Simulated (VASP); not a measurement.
Write the native input for VASP 6.6.1 that does the following.

| Quantity | Value |
| --- | --- |
| Task | single point |
| Functional | PBEsol |
| Potentials or basis | VASP PAW PBE potentials, release 64 (Al) |
| Cutoff | 520 eV |
| k mesh | 22 × 22 × 22 |
| Occupations | fermi-dirac, width 0.1 eV |
| Spin | no spin polarisation |
| Dipole correction | no |
| Further INCAR settings | ALGO = Normal; EDIFF = 1e-06; NBANDS = 8 |

The structure of Al lies in POSCAR:

```
Al
1.0
    0.0000000000      1.9523363211      1.9523363211
    1.9523363211      0.0000000000      1.9523363211
    1.9523363211      1.9523363211      0.0000000000
Al
1
Direct
    0.0000000000      0.0000000000      0.0000000000
```

This cell differs from its parent crystal: volume scaled by 0.92.

The input as run:

INCAR

```
PREC = Accurate
ENCUT = 520
EDIFF = 1E-6
ISMEAR = -1
SIGMA = 0.1
LREAL = False
LASPH = True
NELM = 60
ALGO = Normal
ISIF = 2
LWAVE = False
LCHARG = False
GGA = PS
NBANDS = 8
```

KPOINTS

```
Automatic mesh
0
Gamma
  22 22 22
```

Potentials or basis: VASP PAW PBE potentials, release 64 (Al).

Launch:

```sh
$ cat potpaw_PBE.64/Al/POTCAR > POTCAR
$ mpirun -np 1 vasp_std > vasp.out
```

Results of the run:

```
Pressure : 8.4 GPa
```

Caveat: the PAW data sets were made with another functional, which shifts forces and pressure a little.

It took 10 s on 1 thread of Intel(R) Xeon(R) 6975P-C (Granite Rapids), with other jobs on the host, peak memory 0.15 GiB.
